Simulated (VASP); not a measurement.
The system is KI.

```
K I
1.0
     0.00000    3.54449    3.54449
     3.54449    0.00000    3.54449
     3.54449    3.54449    0.00000
K I
1 1
Cartesian
  0.0000 0.0000 0.0000
  3.5445 3.5445 3.5445
```

Base run:

| Property | Result |
| --- | --- |
| Program | VASP 6.6.1 |
| Functional | PBE0 |
| Potentials or basis | VASP PAW PBE potentials, release 64 (K_sv, I) |
| Cutoff | 520 eV |
| k mesh | 4 × 4 × 4 |
| Occupations | gaussian, width 0.01 eV |
| Spin | no spin polarisation |

Its results: band gap on the k mesh 5.64 eV; pressure 0.2 GPa.

Question: The run is repeated on the same cell with these changes: functional from PBE0 to PBE; further incar settings from ALGO = Normal; EDIFF = 1e-07; NBANDS = 15 to ALGO = Normal; EDIFF = 1e-06; NBANDS = 15. What comes out?

Answer: Band gap on the k mesh 3.94 eV; pressure 0.5 GPa.

Caveats: spin-orbit coupling is left out, which moves the levels of the heavy elements; the PAW data sets were made with another functional, which shifts forces and pressure a little (at least some runs).

